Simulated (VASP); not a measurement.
# Ir (I4/mmm) in VASP: notebook

Runs on Ir. Level: PBE. Tasks: electric field gradients.

Program: VASP 6.6.1. These are calculated values, not measurements. Logs are shortened: lines on timing, memory, paths and dates and some standing lists are left out, and cuts for length are marked.

## 1. The cell of the first run

The structure is tetragonal, space group I4/mmm (No. 139). Conventional cell: a = 2.661 Å, b = 2.661 Å, c = 3.839 Å, α = 90.00°, β = 90.00°, γ = 90.00°. Within 3.5 Å of Ir (site symmetry 4/mmm) lie 12 Ir at 2.66 to 2.69 Å.

## 2. Electric field gradients, PBE (equal xx and yy strain of -2 %)

INCAR reads:

```
ALGO = Normal ; EDIFF = 1E-8
ENCUT = 520 ; GGA = PE
ISIF = 2 ; ISMEAR = -1
LASPH = T ; LCHARG = F
LEFG = T ; LREAL = F
LWAVE = F ; NBANDS = 10
NELM = 80 ; PREC = Accurate
SIGMA = 0.05
```

KPOINTS reads:

```
k-points
0
Gamma
  15 15 15
```

POSCAR reads:

```
Ir
1.0
    0.0000000000      1.8813060000      1.9197000000
    1.8813060000      0.0000000000      1.9197000000
    1.8813060000      1.8813060000      0.0000000000
Ir
1
Direct
    0.0000000000      0.0000000000      0.0000000000
```

Potentials or basis: VASP PAW PBE potentials, release 64 (Ir).

Launch:

```bash
> cat potpaw_PBE.64/Ir/POTCAR > POTCAR
> mpirun -np 1 vasp_std > vasp.out
```

OUTCAR:

```text
EDIFF = 1E-8
   ENCUT = 520
   GGA = PE
   ISIF = 2
   ISMEAR = -1
   LASPH = T
   LREAL = F
   NELM = 80
   PREC = Accurate

 ion  position               nearest neighbor table
   1  0.000  0.000  0.000-

  LATTYP: Found a body centered tetragonal cell.
 ALAT       =     2.6605684602
 C/A-ratio  =     1.4430750636

  Lattice vectors:

 A1 = (  -1.8813060000,   0.0000000000,   1.9197000000)
 A2 = (   1.8813060000,   0.0000000000,   1.9197000000)
 A3 = (   0.0000000000,   1.8813060000,  -1.9197000000)

Analysis of symmetry for initial positions (statically):
=====================================================================
 Subroutine PRICEL returns:
 Original cell was already a primitive cell.

 Routine SETGRP: Setting up the symmetry group for a
 body centered tetragonal supercell.

 Subroutine GETGRP returns: Found 16 space group operations
 (whereof 16 operations were pure point group operations)
 out of a pool of 16 trial point group operations.

The static configuration has the point symmetry D_4h.

Analysis of symmetry for dynamics (positions and initial velocities):
=====================================================================
 Subroutine PRICEL returns:
 Original cell was already a primitive cell.

 Routine SETGRP: Setting up the symmetry group for a
 body centered tetragonal supercell.

 Subroutine GETGRP returns: Found 16 space group operations
 (whereof 16 operations were pure point group operations)
 out of a pool of 16 trial point group operations.

The dynamic configuration has the point symmetry D_4h.

 Subroutine INISYM returns: Found 16 space group operations
 (whereof 16 operations are pure point group operations),
 and found     1 'primitive' translations

----------------------------------------------------------------------------------------

                                     Primitive cell

  volume of cell :      13.5888

  direct lattice vectors                    reciprocal lattice vectors
     0.000000000  1.881306000  1.919700000    -0.265772820  0.265772820  0.260457363
     1.881306000  0.000000000  1.919700000     0.265772820 -0.265772820  0.260457363
     1.881306000  1.881306000  0.000000000     0.265772820  0.265772820 -0.260457363

  length of vectors
     2.687854229  2.687854229  2.660568460     0.457283743  0.457283743  0.457283743

  position of ions in fractional coordinates (direct lattice)
     0.000000000  0.000000000  0.000000000

  ion indices of the primitive-cell ions
   primitive index   ion index
                 1           1

----------------------------------------------------------------------------------------

 KPOINTS: k-points

Automatic generation of k-mesh.
 Grid dimensions read from file:
 generate k-points for:   15   15   15

 Generating k-lattice:

  Cartesian coordinates                     Fractional coordinates (reciprocal lattice)
    -0.017718188  0.017718188  0.017363824     0.066666667 -0.000000000  0.000000000
     0.017718188 -0.017718188  0.017363824    -0.000000000  0.066666667  0.000000000
     0.017718188  0.017718188 -0.017363824     0.000000000  0.000000000  0.066666667

  Length of vectors
     0.030485583  0.030485583  0.030485583

  Shift w.r.t. Gamma in fractional coordinates (k-lattice)
     0.000000000  0.000000000  0.000000000

 Subroutine IBZKPT returns following result:
 ===========================================

 Found    288 irreducible k-points:

 Following reciprocal coordinates:
            Coordinates               Weight
  0.000000  0.000000  0.000000      1.000000
  0.066667 -0.000000  0.000000      8.000000
  0.133333  0.000000  0.000000      8.000000
  0.200000  0.000000  0.000000      8.000000
  0.266667  0.000000  0.000000      8.000000
  0.333333 -0.000000  0.000000      8.000000
[... 16 lines left out ...]
  0.133333  0.133333  0.000000      2.000000
  0.200000  0.133333  0.000000      8.000000
 [... further k-points ...]
   k-points           NKPTS =    288   k-points in BZ     NKDIM =    288   number of bands    NBANDS=     10
   number of dos      NEDOS =    301   number of ions     NIONS =      1
   total plane-waves  NPLWV =   8000
   dimension x,y,z NGX =    20 NGY =   20 NGZ =   20
   dimension x,y,z NGXF=    40 NGYF=   40 NGZF=   40
   ions per type =               1
   NGX,Y,Z   is equivalent  to a cutoff of  12.37, 12.37, 12.50 a.u.
   NGXF,Y,Z  is equivalent  to a cutoff of  24.74, 24.74, 24.99 a.u.
 SYSTEM =  unknown system
   PREC   = accura    normal or accurate (medium, high low for compatibility)
   ISTART =      0    job   : 0-new  1-cont  2-samecut
   ICHARG =      2    charge: 1-file 2-atom 10-const
   ISPIN  =      1    spin polarized calculation?
   LNONCOLLINEAR =      F non collinear calculations
   LSORBIT =      F    spin-orbit coupling
   LASPH  =      T    aspherical Exc in radial PAW
   ENCUT  =  520.0 eV  38.22 Ry    6.18 a.u.   5.00  5.00  4.95*2*pi/ulx,y,z
   NELM   =     80;   NELMIN=  2; NELMDL= -5     # of ELM steps
   EDIFF  = 0.1E-07   stopping-criterion for ELM
   LREAL  =      F    real-space projection
   EDIFFG = 0.1E-06   stopping-criterion for IOM
   NSW    =      0    number of steps for IOM
   IBRION =     -1    ionic relax: 0-MD 1-quasi-New 2-CG
   NFREE  =      0    steps in history (QN), initial steepest desc. (CG)
   ISIF   =      2    stress and relaxation
   ISYM   =      2    0-nonsym 1-usesym 2-fastsym
   POTIM  = 0.5000    time-step for ionic-motion
   TEBEG  =    0.0;   TEEND  =   0.0 temperature during run
   PSTRESS=    0.0 pullay stress
   NELECT =       9.0000    total number of electrons
   NUPDOWN=      -1.0000    fix difference up-down
   EMIN   =  10.00;   EMAX   =-10.00  energy-range for DOS
   EFERMI =   0.00;   METHOD = LEGACY
   ISMEAR =    -1;   SIGMA  =   0.05  broadening in eV -4-tet -1-fermi 0-gaus
   EFERMI_NEDOS =   21; number of points for ismear=-14 and -15
   IALGO  =     38    algorithm
   IMIX   =      4    mixing-type and parameters
     AMIX     =   0.40;   BMIX     =  1.00
     AMIX_MAG =   1.60;   BMIX_MAG =  1.00
  volume/ion in A,a.u.               =      13.59        91.70
  Fermi-wavevector in a.u.,A,eV,Ry     =   1.427014  2.696666 27.706484  2.036369
  Thomas-Fermi vector in A             =   2.547229
   LORBIT       =      0    0 simple, 1 ext, 2 COOP (PROOUT), +10 PAW based schemes
   GGA     = PE    functional components
   LHFCALC =     F    Hartree Fock is set to
   AEXX    =    0.0000 exact exchange contribution
   IVDW    =     0    specifies the selected vdW correction
   LEPSILON=     F    determine dielectric tensor
   LRPA    =     F    only Hartree local field effects (RPA)
 non-spin polarized calculation
  energy-cutoff  :      520.00
  volume of cell :       13.59
 maximum number of plane-waves:       377
   NGX =  9   NGY =  9   NGZ =  9

 number of electron       9.0000001 magnetization

 Free energy of the ion-electron system (eV)
  ---------------------------------------------------
  ext. energy  EPLUGINS =         0.00000000
  ---------------------------------------------------
  free energy    TOTEN  =        -8.78010269 eV

  energy without entropy =       -8.77257101  energy(sigma->0) =       -8.77633685

 E-fermi :  11.1778     XC(G=0): -14.2294

 val. band max:       11.1772865914   @ k =  -0.4000   0.4667   0.0667
 cond. band min:      11.1817174699   @ k =  -0.3333   0.3333   0.0000
 fundamental gap:      0.0044308785
 Fermi energy:        11.1777737117

 k-point     1 :       0.0000    0.0000    0.0000
  band No.  band energies     occupation
      1      -0.4389      2.00000
      2       6.8036      2.00000
      3       7.0842      2.00000
      4       7.0842      2.00000
      5       9.6615      2.00000
      6      10.0416      2.00000
      7      25.3643      0.00000
      8      30.7369      0.00000
      9      31.4187      0.00000
     10      31.4187      0.00000

 k-point     2 :       0.0667   -0.0000    0.0000
  band No.  band energies     occupation
      1      -0.2328      2.00000
      2       6.7975      2.00000
      3       7.0675      2.00000
      4       7.1747      2.00000
      5       9.6096      2.00000
      6       9.9741      2.00000
      7      25.7270      0.00000
      8      30.1110      0.00000
      9      31.3504      0.00000
     10      31.7675      0.00000
[... 274 lines left out ...]
 k-point    24 :       0.2000    0.1333    0.0000
  band No.  band energies     occupation
      1       1.2388      2.00000
      2       5.7658      2.00000
      3       7.8135      2.00000
      4       8.0224      2.00000
      5       8.6634      2.00000
      6      10.4902      2.00000
      7      28.1888      0.00000
      8      28.4530      0.00000
      9      31.7604      0.00000
     10      32.1883      0.00000

 [... further k-points ...]
[... 5 lines left out ...]
  --------------------------------------------------------------------------------------
  -------------------------------------------------------------------------------------
  Total        2.5772264      2.5772264      1.8184766      0.0000000     -0.0000000      0.0000000
  in kB      303.8651639    303.8651639    214.4055680      0.0000000     -0.0000000      0.0000000
  external PRESSURE =     274.0452986 kB  Pullay stress =       0.0000000 kB

 VOLUME and BASIS-vectors are now :
 -----------------------------------------------------------------------------
  energy-cutoff  :      520.00
  volume of cell :       13.59
      direct lattice vectors                 reciprocal lattice vectors
     0.000000000  1.881306000  1.919700000    -0.265772820  0.265772820  0.260457363
     1.881306000  0.000000000  1.919700000     0.265772820 -0.265772820  0.260457363
     1.881306000  1.881306000  0.000000000     0.265772820  0.265772820 -0.260457363

 POSITION                                       TOTAL-FORCE (eV/Angst)
 -----------------------------------------------------------------------------------
      0.00000      0.00000      0.00000         0.000000      0.000000      0.000000
 -----------------------------------------------------------------------------------
    total drift:                                0.000000      0.000000      0.000000

  FREE ENERGIE OF THE ION-ELECTRON SYSTEM (eV)
  ---------------------------------------------------
  free  energy   TOTEN  =        -8.7801026857 eV

  energy  without entropy=       -8.7725710116  energy(sigma->0) =       -8.77633685

 Electric field gradients (V/A^2)
---------------------------------------------------------------------
 ion       V_xx      V_yy      V_zz      V_xy      V_xz      V_yz
---------------------------------------------------------------------
   1      -7.629    -7.629    15.259    -0.000     0.000     0.000
---------------------------------------------------------------------

 Electric field gradients after diagonalization (V/A^2)
 (convention: |V_zz| > |V_xx| > |V_yy|)
----------------------------------------------------------------------
 ion       V_xx      V_yy      V_zz     asymmetry (V_yy - V_xx)/ V_zz
----------------------------------------------------------------------
   1      -7.629    -7.629    15.259       0.000
----------------------------------------------------------------------

           NMR quadrupolar parameters

 Cq : quadrupolar parameter    Cq=e*Q*V_zz/h
 eta: asymmetry parameters     (V_yy - V_xx)/ V_zz
 Q  : nuclear electric quadrupole moment in mb (millibarn)
----------------------------------------------------------------------
 ion       Cq(MHz)       eta       Q (mb)
----------------------------------------------------------------------
   1       0.037       0.000       1.000
----------------------------------------------------------------------
```

It took 56 s on 1 thread of Intel Xeon 8259CL, shared host; peak memory 0.16 GiB.

Results:

```yaml
Free_energy: -8.7801 eV
Pressure: 27.4 GPa
Band_gap_on_the_k_mesh: zero (an odd number of electrons rules out a gap without spin polarisation)
Largest_electric_field_gradient_by_atom: Ir +15.3 V/Å²
```

Levels at points of the mesh, in eV from the Fermi level:
| k point | band 2 | band 3 | band 4 | band 5 | band 6 | band 7 |
| --- | --- | --- | --- | --- | --- | --- |
| (0.00, 0.00, 0.00) | -4.37 | -4.09 | -4.09 | -1.52 | -1.14 | 14.19 |

Electric field gradients, principal values (V/Å²):
| atom | least | middle | greatest (by size) |
| --- | --- | --- | --- |
| 1 Ir | -7.629 | -7.629 | 15.259 |

Caveat: the cell differs from its parent crystal (equal xx and yy strain of -2 %); the cell stands under pressure; without QUAD_EFG the Cq values of the log hold for a quadrupole moment of 1 mb, not for the nuclei; spin-orbit coupling is left out, which moves the levels of the heavy elements.

## 3. Electric field gradients, PBE (equal xx and yy strain of +1 %)

INCAR reads:

```
PREC     = Accurate       # precision mode
ENCUT    = 520            # plane-wave cutoff, eV
EDIFF    = 1E-8           # SCF threshold, eV
ISMEAR   = -1             # smearing method
SIGMA    = 0.05           # smearing width, eV
LREAL    = F              # projectors in reciprocal space
LASPH    = T              # aspherical terms in the spheres
NELM     = 60             # most SCF steps
ALGO     = Normal         # electronic algorithm
ISIF     = 2              # what is computed and relaxed
LWAVE    = F              # write WAVECAR
LCHARG   = F              # write CHGCAR
GGA      = PE             # functional
LEFG     = T            
NBANDS   = 10             # bands
```

KPOINTS reads:

```
regular mesh
0
Gamma
  15 15 15
```

POSCAR reads:

```
Ir
1.0
    0.0000000000      1.9388970000      1.9197000000
    1.9388970000      0.0000000000      1.9197000000
    1.9388970000      1.9388970000      0.0000000000
Ir
1
Direct
    0.0000000000      0.0000000000      0.0000000000
```

Potentials or basis: VASP PAW PBE potentials, release 64 (Ir).

Launch:

```bash
> cat potpaw_PBE.64/Ir/POTCAR > POTCAR
> mpirun -np 1 vasp_std > vasp.out
```

OUTCAR:

```text
PREC = Accurate
   ENCUT = 520
   EDIFF = 1E-8
   ISMEAR = -1
   LREAL = F
   LASPH = T
   NELM = 60
   ISIF = 2
   GGA = PE

 ion  position               nearest neighbor table
   1  0.000  0.000  0.000-

  LATTYP: Found a body centered tetragonal cell.
 ALAT       =     2.7420144334
 C/A-ratio  =     1.4002114479

  Lattice vectors:

 A1 = (   0.0000000000,  -1.9388970000,  -1.9197000000)
 A2 = (   0.0000000000,   1.9388970000,  -1.9197000000)
 A3 = (   1.9388970000,   0.0000000000,   1.9197000000)

Analysis of symmetry for initial positions (statically):
=====================================================================
 Subroutine PRICEL returns:
 Original cell was already a primitive cell.

 Routine SETGRP: Setting up the symmetry group for a
 body centered tetragonal supercell.

 Subroutine GETGRP returns: Found 16 space group operations
 (whereof 16 operations were pure point group operations)
[... 491 lines left out ...]

 VOLUME and BASIS-vectors are now :
 -----------------------------------------------------------------------------
  energy-cutoff  :      520.00
  volume of cell :       14.43
      direct lattice vectors                 reciprocal lattice vectors
     0.000000000  1.938897000  1.919700000    -0.257878577  0.257878577  0.260457363
     1.938897000  0.000000000  1.919700000     0.257878577 -0.257878577  0.260457363
     1.938897000  1.938897000  0.000000000     0.257878577  0.257878577 -0.260457363

 POSITION                                       TOTAL-FORCE (eV/Angst)
 -----------------------------------------------------------------------------------
      0.00000      0.00000      0.00000         0.000000      0.000000      0.000000
 -----------------------------------------------------------------------------------
    total drift:                                0.000000      0.000000      0.000000

  FREE ENERGIE OF THE ION-ELECTRON SYSTEM (eV)
  ---------------------------------------------------
  free  energy   TOTEN  =        -8.8577578501 eV

  energy  without entropy=       -8.8495293295  energy(sigma->0) =       -8.85364359

 Electric field gradients (V/A^2)
---------------------------------------------------------------------
 ion       V_xx      V_yy      V_zz      V_xy      V_xz      V_yz
---------------------------------------------------------------------
   1       3.722     3.722    -7.444     0.000     0.000     0.000
---------------------------------------------------------------------

 Electric field gradients after diagonalization (V/A^2)
 (convention: |V_zz| > |V_xx| > |V_yy|)
----------------------------------------------------------------------
 ion       V_xx      V_yy      V_zz     asymmetry (V_yy - V_xx)/ V_zz
----------------------------------------------------------------------
   1       3.722     3.722    -7.444       0.000
----------------------------------------------------------------------

           NMR quadrupolar parameters

 Cq : quadrupolar parameter    Cq=e*Q*V_zz/h
 eta: asymmetry parameters     (V_yy - V_xx)/ V_zz
 Q  : nuclear electric quadrupole moment in mb (millibarn)
----------------------------------------------------------------------
 ion       Cq(MHz)       eta       Q (mb)
----------------------------------------------------------------------
   1      -0.018       0.000       1.000
----------------------------------------------------------------------
```

OSZICAR:

```text
N       E                     dE             d eps       ncg     rms          rms(c)
DAV:   1     0.481400057538E+02    0.48140E+02   -0.43615E+03  5856   0.816E+02
DAV:   2    -0.850914224663E+01   -0.56649E+02   -0.53671E+02  5882   0.194E+02
DAV:   3    -0.941473440176E+01   -0.90559E+00   -0.90318E+00  6728   0.303E+01
DAV:   4    -0.942265594612E+01   -0.79215E-02   -0.79200E-02  6504   0.261E+00
DAV:   5    -0.942281675344E+01   -0.16081E-03   -0.16081E-03  6580   0.355E-01    0.144E+01
DAV:   6    -0.894850241609E+01    0.47431E+00   -0.85092E-01  6432   0.113E+01    0.583E+00
DAV:   7    -0.886376605738E+01    0.84736E-01   -0.26693E-01  6838   0.581E+00    0.146E+00
DAV:   8    -0.886122852214E+01    0.25375E-02   -0.20689E-03  6248   0.470E-01    0.109E+00
DAV:   9    -0.885775165054E+01    0.34769E-02   -0.21859E-03  6476   0.649E-01    0.155E-02
DAV:  10    -0.885775649371E+01   -0.48432E-05   -0.12386E-05  7984   0.329E-02    0.261E-02
DAV:  11    -0.885775784481E+01   -0.13511E-05   -0.10737E-06  6326   0.117E-02    0.120E-03
DAV:  12    -0.885775782054E+01    0.24268E-07   -0.14126E-08  6590   0.109E-03    0.111E-03
DAV:  13    -0.885775784530E+01   -0.24763E-07   -0.28504E-09  3380   0.333E-04    0.537E-05
DAV:  14    -0.885775785009E+01   -0.47839E-08   -0.10262E-10  3074   0.126E-04
   1 F= -.88577579E+01 E0= -.88536436E+01  d E =-.822852E-02
```

stdout:

```text
POSCAR found type information on POSCAR Ir
 POSCAR found :  1 types and       1 ions
 scaLAPACK will be used
 LDA part: xc-table for (Slater+PW92), standard interpolation
 POSCAR, INCAR and KPOINTS ok, starting setup
 FFT: planning ... GRIDC
 FFT: planning ... GRID_SOFT
 FFT: planning ... GRID
 WAVECAR not read
 entering main loop
ion   1
```

It took 52 s on 1 thread of Intel Xeon 8259CL, shared host; peak memory 0.16 GiB.

What came out:

| Quantity | Value |
| --- | --- |
| Free energy | -8.8578 eV |
| Pressure | 2.0 GPa |
| Band gap on the k mesh | zero (an odd number of electrons rules out a gap without spin polarisation) |
| Largest electric field gradient by atom | Ir -7.4 V/Å² |

Stress tensor (GPa, compression positive):
```
0.78 0.00 0.00
0.00 0.78 0.00
0.00 0.00 4.45
```

Electric field gradients, principal values (V/Å²):
```tsv
atom	least	middle	greatest (by size)
1 Ir	3.722	3.722	-7.444
```

Caveat: the cell differs from its parent crystal (equal xx and yy strain of +1 %); without QUAD_EFG the Cq values of the log hold for a quadrupole moment of 1 mb, not for the nuclei; spin-orbit coupling is left out, which moves the levels of the heavy elements.

[end of part 1 of 2]
